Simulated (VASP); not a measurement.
Here is a VASP 6.6.1 calculation.

File INCAR:

```
SYSTEM = TiCo
  PREC = Accurate
  ENCUT = 600
  EDIFF = 1E-6
  ISMEAR = -1
  SIGMA = 0.05
  LREAL = .FALSE.
  LASPH = .TRUE.
  NELM = 150
  ALGO = Normal
  ISIF = 3
  LWAVE = .FALSE.
  LCHARG = .FALSE.
  ISPIN = 2
  MAGMOM = 2 1
  LORBIT = 11
  LMAXMIX = 4
  GGA = PS
  IBRION = 2
  NSW = 60
  EDIFFG = -0.01
```

File KPOINTS:

```
regular mesh
0
G
  9 9 9
  0 0 0
```

File POSCAR:

```
TiCo
1.0
    2.9861109900      0.0000000000      0.0000000000
    0.0000000000      2.9861109900      0.0000000000
    0.0000000000      0.0000000000      2.9861109900
Co Ti
1 1
Direct
    0.5000000000      0.5000000000      0.5000000000
    0.0000000000      0.0000000000      0.0000000000
```

Potentials or basis: VASP PAW PBE potentials, release 64 (Co, Ti_sv).

The run is started by

```sh
$ cat potpaw_PBE.64/Co/POTCAR potpaw_PBE.64/Ti_sv/POTCAR > POTCAR
$ mpirun -np 1 vasp_std > vasp.out
```

Q: Estimate the net moment.

A: 0.57 μB per cell.

Q: Predict the relaxed cell.

A: a = 2.935 Å, b = 2.935 Å, c = 2.935 Å, α = 90.00°, β = 90.00°, γ = 90.00°.

Q: What does it give for the space group after relaxing (to 0.05 Å)?

A: Pm-3m (No. 221).

Final structure:
```
CELL_PARAMETERS angstrom
2.93512 0.00000 0.00000
0.00000 2.93512 0.00000
0.00000 0.00000 2.93512
ATOMIC_POSITIONS crystal
Co 0.50000 0.50000 0.50000
Ti 0.00000 0.00000 0.00000
```
